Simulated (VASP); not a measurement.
Here is a VASP 6.6.1 calculation.

The input INCAR:

```
  PREC = Accurate
  ENCUT = 520
  EDIFF = 1E-7
  ISMEAR = 0
  SIGMA = 0.01
  LREAL = Auto
  LASPH = T
  NELM = 120
  ALGO = Normal
  ISIF = 2
  LWAVE = F
  LCHARG = F
  GGA = PE
  IBRION = 2
  NSW = 100
  EDIFFG = -0.03
  GGA_COMPAT = F
  NELMIN = 4
  ISYM = -1
```

Contents of KPOINTS:

```
explicit points
1
Reciprocal
  0.25000000   0.25000000   0.25000000 1
```

The input POSCAR:

```
Al15InN16
1.0
    6.2595139100      0.0000000600      0.0000000000
   -3.1297570100      5.4208980300      0.0000000000
    0.0000000000      0.0000000000     10.0348065900
Al In N
15 1 16
Direct
    0.3333333300      0.1666666700      0.2496176900
    0.3333333300      0.1666666700      0.7496176900
    0.1666666700      0.3333333300      0.9996176900
    0.3333333300      0.6666666700      0.2496176900
    0.1666666700      0.8333333300      0.4996176900
    0.3333333300      0.6666666700      0.7496176900
    0.1666666700      0.8333333300      0.9996176900
    0.8333333300      0.1666666700      0.2496176900
    0.6666666700      0.3333333300      0.4996176900
    0.8333333300      0.1666666700      0.7496176900
    0.6666666700      0.3333333300      0.9996176900
    0.8333333300      0.6666666700      0.2496176900
    0.6666666700      0.8333333300      0.4996176900
    0.8333333300      0.6666666700      0.7496176900
    0.6666666700      0.8333333300      0.9996176900
    0.1666666700      0.3333333300      0.4996176900
    0.3333333300      0.1666666700      0.4403823100
    0.1666666700      0.3333333300      0.1903823100
    0.3333333300      0.1666666700      0.9403823100
    0.1666666700      0.3333333300      0.6903823100
    0.3333333300      0.6666666700      0.4403823100
    0.1666666700      0.8333333300      0.1903823100
    0.3333333300      0.6666666700      0.9403823100
    0.1666666700      0.8333333300      0.6903823100
    0.8333333300      0.1666666700      0.4403823100
    0.6666666700      0.3333333300      0.1903823100
    0.8333333300      0.1666666700      0.9403823100
    0.6666666700      0.3333333300      0.6903823100
    0.8333333300      0.6666666700      0.4403823100
    0.6666666700      0.8333333300      0.1903823100
    0.8333333300      0.6666666700      0.9403823100
    0.6666666700      0.8333333300      0.6903823100
```

Potentials or basis: VASP PAW PBE potentials, release 64 (Al, In_d, N).

Launch:

```sh
$ cat potpaw_PBE.64/Al/POTCAR potpaw_PBE.64/In_d/POTCAR potpaw_PBE.64/N/POTCAR > POTCAR
$ mpirun -np 1 vasp_std > vasp.out
```

What does it give for the band gap on the k mesh?

5.53 eV.

Estimate the energy gained by relaxing.

57.7 meV/atom.

Stress tensor (GPa, compression positive):
```
 5.58 -3.93  0.07
-3.93  1.03  0.12
 0.07  0.12  8.07
```

Caveat: spin-orbit coupling is left out, which moves the levels of the heavy elements.
